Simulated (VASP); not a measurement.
# K (Im-3m) in VASP: a series of runs, part 2 of 2

VASP 6.6.1. Earlier steps stand in the parts before.

## 3. Single point, LDA

INCAR

```
ALGO = Normal ; EDIFF = 1E-6
ENCUT = 520 ; GGA = CA
ISIF = 2 ; ISMEAR = -1
LASPH = T ; LCHARG = T
LELF = T ; LREAL = F
LVHAR = T ; LWAVE = F
NBANDS = 10 ; NELM = 100
PREC = Accurate ; SIGMA = 0.1
```

KPOINTS

```
k-points
0
Gamma
  13 13 13
```

POSCAR

```
K
1.0
   -2.5241928768      2.5241928768      2.5241928768
    2.5241928768     -2.5241928768      2.5241928768
    2.5241928768      2.5241928768     -2.5241928768
K
1
Direct
    0.0000000000      0.0000000000      0.0000000000
```

Potentials or basis: VASP PAW LDA potentials, release 64 (K_sv).

Command:

```bash
cat potpaw_LDA.64/K_sv/POTCAR > POTCAR
mpirun -np 1 vasp_std > vasp.out
```

OUTCAR:

```text
EDIFF = 1E-6
   ENCUT = 520
   GGA = CA
   ISIF = 2
   ISMEAR = -1
   LASPH = T
   LREAL = F
   NELM = 100
   PREC = Accurate

 ion  position               nearest neighbor table
   1  0.000  0.000  0.000-

  LATTYP: Found a body centered cubic cell.
 ALAT       =     5.0483857536

  Lattice vectors:

 A1 = (  -2.5241928768,   2.5241928768,   2.5241928768)
 A2 = (   2.5241928768,  -2.5241928768,   2.5241928768)
 A3 = (   2.5241928768,   2.5241928768,  -2.5241928768)

Analysis of symmetry for initial positions (statically):
=====================================================================
 Subroutine PRICEL returns:
 Original cell was already a primitive cell.

 Routine SETGRP: Setting up the symmetry group for a
 body centered cubic supercell.

 Subroutine GETGRP returns: Found 48 space group operations
 (whereof 48 operations were pure point group operations)
 out of a pool of 48 trial point group operations.

The static configuration has the point symmetry O_h .

Analysis of symmetry for dynamics (positions and initial velocities):
[... 163 lines left out ...]

 k-point     1 :       0.0000    0.0000    0.0000
  band No.  band energies     occupation
      1     -31.7485      2.00000
      2     -15.4156      2.00000
      3     -15.4156      2.00000
      4     -15.4156      2.00000
      5      -2.3681      2.00000
      6       4.2732      0.00000
      7       4.2732      0.00000
      8       4.2732      0.00000
      9       5.3010      0.00000
     10       5.3010      0.00000
[... 287 lines left out ...]
 k-point    24 :       0.2308    0.0769    0.0769
  band No.  band energies     occupation
      1     -31.7425      2.00000
      2     -15.4953      2.00000
      3     -15.4399      2.00000
      4     -15.4212      2.00000
      5      -0.9730      1.99988
      6       2.4549      0.00000
      7       3.0667      0.00000
      8       5.1900      0.00000
      9       5.3709      0.00000
     10       5.5127      0.00000

 [... further k-points ...]

------------------------ aborting loop because EDIFF is reached ----------------------------------------

  FORCE on cell =-STRESS in cart. coord.  units (eV):
  Direction    XX          YY          ZZ          XY          YZ          ZX
  --------------------------------------------------------------------------------------
  -------------------------------------------------------------------------------------
  Total       -0.0093270     -0.0093270     -0.0093270      0.0000000     -0.0000000     -0.0000000
  in kB       -0.2322861     -0.2322861     -0.2322861      0.0000000     -0.0000000     -0.0000000
  external PRESSURE =      -0.2322861 kB  Pullay stress =       0.0000000 kB

 VOLUME and BASIS-vectors are now :
 -----------------------------------------------------------------------------
  energy-cutoff  :      520.00
  volume of cell :       64.33
      direct lattice vectors                 reciprocal lattice vectors
    -2.524192877  2.524192877  2.524192877     0.000000000  0.198083120  0.198083120
     2.524192877 -2.524192877  2.524192877     0.198083120  0.000000000  0.198083120
     2.524192877  2.524192877 -2.524192877     0.198083120  0.198083120  0.000000000

 POSITION                                       TOTAL-FORCE (eV/Angst)
 -----------------------------------------------------------------------------------
      0.00000      0.00000      0.00000         0.000000     -0.000000     -0.000000
 -----------------------------------------------------------------------------------
    total drift:                               -0.000000      0.000000      0.000000

  FREE ENERGIE OF THE ION-ELECTRON SYSTEM (eV)
  ---------------------------------------------------
  free  energy   TOTEN  =        -1.1771148924 eV

  energy  without entropy=       -1.1527220374  energy(sigma->0) =       -1.16491846
```

OSZICAR:

```text
N       E                     dE             d eps       ncg     rms          rms(c)
DAV:   1     0.507309256994E+02    0.50731E+02   -0.36677E+03  1680   0.700E+02
DAV:   2     0.663668360503E+00   -0.50067E+02   -0.49053E+02  1782   0.212E+02
DAV:   3    -0.110221221769E+01   -0.17659E+01   -0.17577E+01  2618   0.302E+01
DAV:   4    -0.117797102952E+01   -0.75759E-01   -0.75109E-01  2362   0.484E+00
DAV:   5    -0.117895493684E+01   -0.98391E-03   -0.98362E-03  2594   0.480E-01    0.249E+00
DAV:   6    -0.117755058269E+01    0.14044E-02   -0.22294E-03  2514   0.313E-01    0.156E+00
DAV:   7    -0.117709728082E+01    0.45330E-03   -0.32670E-03  2322   0.349E-01    0.610E-02
DAV:   8    -0.117710760275E+01   -0.10322E-04   -0.31640E-04  2364   0.172E-01    0.267E-02
DAV:   9    -0.117711538323E+01   -0.77805E-05   -0.15278E-05  2294   0.374E-02    0.134E-02
DAV:  10    -0.117711489242E+01    0.49081E-06   -0.74617E-06  2458   0.221E-02
   1 F= -.11771149E+01 E0= -.11649185E+01  d E =-.243929E-01
```

Wall time 26 s (1 thread of Intel Xeon 6975P-C (Granite Rapids), shared host); peak memory 0.19 GiB.

Results:

- Free energy: -1.1771 eV
- Pressure: 0.0 GPa

Levels at points of the mesh, in eV from the Fermi level:
| k point | band 2 | band 3 | band 4 | band 5 | band 6 | band 7 |
| --- | --- | --- | --- | --- | --- | --- |
| (0.00, 0.00, 0.00) | -15.42 | -15.42 | -15.42 | -2.37 | 4.27 | 4.27 |

## 4. Single point, LDA (volume scaled by 0.88)

INCAR

```
SYSTEM = K
PREC = Accurate ; ENCUT = 520
EDIFF = 1E-7 ; ISMEAR = -1
SIGMA = 0.1 ; LREAL = .FALSE.
LASPH = .TRUE. ; NELM = 100
ALGO = Normal ; ISIF = 2
LWAVE = .FALSE. ; LCHARG = .FALSE.
NBANDS = 10
```

KPOINTS

```
Automatic mesh
0
G
  15 15 15
  0 0 0
```

POSCAR

```
K
1.0
   -2.4188935940      2.4188935940      2.4188935940
    2.4188935940     -2.4188935940      2.4188935940
    2.4188935940      2.4188935940     -2.4188935940
K
1
Direct
    0.0000000000      0.0000000000      0.0000000000
```

Potentials or basis: VASP PAW LDA potentials, release 64 (K_sv).

Command:

```bash
cat potpaw_LDA.64/K_sv/POTCAR > POTCAR
mpirun -np 1 vasp_std > vasp.out
```

OUTCAR:

```text
SYSTEM = K
   PREC = Accurate
   ENCUT = 520
   EDIFF = 1E-7
   ISMEAR = -1
   LREAL = .FALSE.
   LASPH = .TRUE.
   NELM = 100
   ISIF = 2

 ion  position               nearest neighbor table
   1  0.000  0.000  0.000-

  LATTYP: Found a body centered cubic cell.
 ALAT       =     4.8377871880

  Lattice vectors:

 A1 = (  -2.4188935940,   2.4188935940,   2.4188935940)
 A2 = (   2.4188935940,  -2.4188935940,   2.4188935940)
[... 489 lines left out ...]
      9       6.2899      0.00000
     10       6.4828      0.00000

 [... further k-points ...]

------------------------ aborting loop because EDIFF is reached ----------------------------------------

  FORCE on cell =-STRESS in cart. coord.  units (eV):
  Direction    XX          YY          ZZ          XY          YZ          ZX
  --------------------------------------------------------------------------------------
  -------------------------------------------------------------------------------------
  Total        0.2458686      0.2458686      0.2458686     -0.0000000     -0.0000000     -0.0000000
  in kB        6.9583037      6.9583037      6.9583037     -0.0000000     -0.0000000     -0.0000000
  external PRESSURE =       6.9583037 kB  Pullay stress =       0.0000000 kB

 VOLUME and BASIS-vectors are now :
 -----------------------------------------------------------------------------
  energy-cutoff  :      520.00
  volume of cell :       56.61
      direct lattice vectors                 reciprocal lattice vectors
    -2.418893594  2.418893594  2.418893594     0.000000000  0.206706075  0.206706075
     2.418893594 -2.418893594  2.418893594     0.206706075  0.000000000  0.206706075
     2.418893594  2.418893594 -2.418893594     0.206706075  0.206706075  0.000000000

 POSITION                                       TOTAL-FORCE (eV/Angst)
 -----------------------------------------------------------------------------------
      0.00000      0.00000      0.00000         0.000000      0.000000      0.000000
 -----------------------------------------------------------------------------------
    total drift:                                0.000000      0.000000     -0.000000

  FREE ENERGIE OF THE ION-ELECTRON SYSTEM (eV)
  ---------------------------------------------------
  free  energy   TOTEN  =        -1.1616495100 eV

  energy  without entropy=       -1.1379762932  energy(sigma->0) =       -1.14981290
```

OSZICAR:

```text
N       E                     dE             d eps       ncg     rms          rms(c)
DAV:   1     0.503278279690E+02    0.50328E+02   -0.37705E+03  2400   0.721E+02
DAV:   2     0.518897451196E+00   -0.49809E+02   -0.48815E+02  2552   0.214E+02
DAV:   3    -0.111951898279E+01   -0.16384E+01   -0.16307E+01  3796   0.288E+01
DAV:   4    -0.116326085759E+01   -0.43742E-01   -0.43526E-01  3232   0.417E+00
DAV:   5    -0.116438395246E+01   -0.11231E-02   -0.11226E-02  3816   0.471E-01    0.294E+00
DAV:   6    -0.116226953511E+01    0.21144E-02   -0.29776E-03  3358   0.405E-01    0.187E+00
DAV:   7    -0.116166921070E+01    0.60032E-03   -0.47195E-03  3076   0.437E-01    0.844E-02
DAV:   8    -0.116164478625E+01    0.24424E-04   -0.60127E-04  3170   0.246E-01    0.253E-02
DAV:   9    -0.116165035169E+01   -0.55654E-05   -0.18489E-05  3208   0.357E-02    0.122E-02
DAV:  10    -0.116164944399E+01    0.90770E-06   -0.62113E-06  3324   0.222E-02    0.221E-03
DAV:  11    -0.116164951003E+01   -0.66031E-07   -0.78935E-08  2704   0.257E-03
   1 F= -.11616495E+01 E0= -.11498129E+01  d E =-.236732E-01
```

It took 69 s on 1 thread of AMD EPYC 7R13, shared host; peak memory 0.16 GiB.

Results:

| Property | Result |
| --- | --- |
| Free energy | -1.1616 eV |
| Pressure | 0.7 GPa |

## 5. Single point, LDA (volume scaled by 0.92)

INCAR

```
ALGO     = Normal         # electronic algorithm
EDIFF    = 1E-7           # SCF threshold, eV
ENCUT    = 520            # plane-wave cutoff, eV
GGA      = CA             # functional
ISIF     = 2              # what is computed and relaxed
ISMEAR   = -1             # smearing method
LASPH    = True           # aspherical terms in the spheres
LCHARG   = True           # write CHGCAR
LELF     = True           # ELF
LREAL    = False          # projectors in reciprocal space
LVHAR    = True         
LWAVE    = False          # write WAVECAR
NBANDS   = 10             # bands
NELM     = 100            # most SCF steps
PREC     = Accurate       # precision mode
SIGMA    = 0.1            # smearing width, eV
```

KPOINTS

```
k-points
0
Gamma
  15 15 15
```

POSCAR

```
K
1.0
   -2.4550018069      2.4550018069      2.4550018069
    2.4550018069     -2.4550018069      2.4550018069
    2.4550018069      2.4550018069     -2.4550018069
K
1
Direct
    0.0000000000      0.0000000000      0.0000000000
```

Command:

```bash
cat potpaw_LDA.64/K_sv/POTCAR > POTCAR
mpirun -np 1 vasp_std > vasp.out
```

It took 80 s on 1 thread of AMD EPYC 7R13, shared host; peak memory 0.17 GiB.

The run converged. Its results:

```yaml
Free_energy: -1.1707 eV
Pressure: 0.4 GPa
```

Levels at points of the mesh, in eV from the Fermi level:
| k point | band 2 | band 3 | band 4 | band 5 | band 6 | band 7 |
| --- | --- | --- | --- | --- | --- | --- |
| (0.00, 0.00, 0.00) | -15.37 | -15.37 | -15.37 | -2.50 | 4.34 | 4.34 |

## 6. Single point, LDA (volume scaled by 0.96)

INCAR

```
ALGO     = Normal         # electronic algorithm
EDIFF    = 1E-6           # SCF threshold, eV
ENCUT    = 520            # plane-wave cutoff, eV
GGA      = CA             # functional
ISIF     = 2              # what is computed and relaxed
ISMEAR   = -1             # smearing method
LASPH    = True           # aspherical terms in the spheres
LCHARG   = False          # write CHGCAR
LREAL    = False          # projectors in reciprocal space
LWAVE    = False          # write WAVECAR
NBANDS   = 10             # bands
NELM     = 60             # most SCF steps
PREC     = Accurate       # precision mode
SIGMA    = 0.1            # smearing width, eV
```

KPOINTS is that of step 5.

POSCAR

```
K
1.0
   -2.4900780003      2.4900780003      2.4900780003
    2.4900780003     -2.4900780003      2.4900780003
    2.4900780003      2.4900780003     -2.4900780003
K
1
Direct
    0.0000000000      0.0000000000      0.0000000000
```

Potentials or basis: VASP PAW LDA potentials, release 64 (K_sv).

Command:

```bash
cat potpaw_LDA.64/K_sv/POTCAR > POTCAR
mpirun -np 1 vasp_std > vasp.out
```

Run time: 68 s. Hardware: 1 thread of AMD EPYC 7R13, shared host; peak memory 0.16 GiB.

Results (log left out):

```yaml
Free_energy: -1.1756 eV
Pressure: 0.2 GPa
```

Levels at points of the mesh, in eV from the Fermi level:
| k point | band 1 | band 2 | band 3 | band 4 | band 5 | band 6 | band 7 | band 8 |
| --- | --- | --- | --- | --- | --- | --- | --- | --- |
| (0.00, 0.00, 0.00) | -31.73 | -15.39 | -15.39 | -15.39 | -2.43 | 4.31 | 4.31 | 4.31 |

## 7. Summary

```csv
cell,k mesh,smearing,gap on the mesh (eV),pressure (GPa)
"a = 4.372 Å, angles 109.5°, 1 atom",9 × 9 × 9,methfessel-paxton 1 eV,none,0.0
"a = 4.372 Å, angles 109.5°, 1 atom",13 × 13 × 13,fermi-dirac 0.1 eV,none,0.0
"a = 4.190 Å, angles 109.5°, 1 atom",15 × 15 × 15,fermi-dirac 0.1 eV,none,0.7
"a = 4.252 Å, angles 109.5°, 1 atom",15 × 15 × 15,fermi-dirac 0.1 eV,none,0.4
"a = 4.313 Å, angles 109.5°, 1 atom",15 × 15 × 15,fermi-dirac 0.1 eV,none,0.2
```

Alike in all rows: task single point; level LDA; potentials or basis VASP PAW LDA potentials, release 64 (K_sv); no spin polarisation; cutoff (eV) 520.

Absolute energies hang on the potentials; compare differences alone.
